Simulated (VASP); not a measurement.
A run of VASP 6.6.1:

The input INCAR:

```
PREC = Accurate ; ENCUT = 400
EDIFF = 1E-8 ; ISMEAR = -1
SIGMA = 0.02 ; LREAL = F
LASPH = T ; NELM = 120
ALGO = Normal ; ISIF = 2
LWAVE = F ; LCHARG = F
GGA = PS ; LEFG = T
NBANDS = 14 ; GGA_COMPAT = F
```

KPOINTS

```
regular mesh
0
Gamma
  8 8 8
```

Contents of POSCAR:

```
NaCl
1.0
    2.9160926721      0.0000000000      0.0000000000
    0.0000000000      2.9160926721      0.0000000000
    0.0000000000      0.0000000000      2.9160926721
Na Cl
1 1
Direct
    0.0000000000      0.0000000000      0.0000000000
    0.5000000000      0.5000000000      0.5000000000
```

Potentials or basis: VASP PAW PBE potentials, release 64 (Na_pv, Cl).

Launch:

```sh
$ cat potpaw_PBE.64/Na_pv/POTCAR potpaw_PBE.64/Cl/POTCAR > POTCAR
$ mpirun -np 1 vasp_std > vasp.out
```

Hardware: 1 thread of AMD EPYC 7R43 64-Core Processor (Zen 3) (shared host).

Problem. Estimate the wall time of this run.

Solution. Run time: 6.6 s on 1 thread of AMD EPYC 7R43 64-Core Processor (Zen 3), with other jobs on the host, peak memory 0.09 GiB. Counts: scf iterations 15, k points 35.
